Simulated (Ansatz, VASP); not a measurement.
RbBa: VASP beside Ansatz

```
Rb Ba
1.0
     4.61790    0.00000    0.00000
    -2.30895    3.99922    0.00000
     0.00000    0.00000    8.06666
Rb Ba
1 1
Direct
  0.33333 0.66667 0.50000
  0.00000 0.00000 0.00000
```

Alike in both runs: functional PBE; k mesh 12 × 12 × 8; occupations gaussian, width 0.1 eV; no spin polarisation.

Ansatz relaxed the structure, and its values are those at the end. VASP's run is a single point on that final structure, the one shown.

|  | VASP | Ansatz |
| --- | --- | --- |
| version | VASP 6.6.1 | Ansatz 0.2.0 |
| potentials or method | VASP PAW PBE potentials, release 64 (Rb_sv, Ba_sv), cutoff 520 eV | scalar-relativistic, plane waves, PAW |
| valence electrons in the cell | 19 | 19 |

```tsv
	VASP	Ansatz	Ansatz less VASP
gap on the k mesh at the Fermi level (eV)	none	none	-
pressure (GPa)	0.0	0.0	0.00
```

A gap of «none» marks a metal or a gap that the smearing closes.

Neither program's run includes spin-orbit coupling.
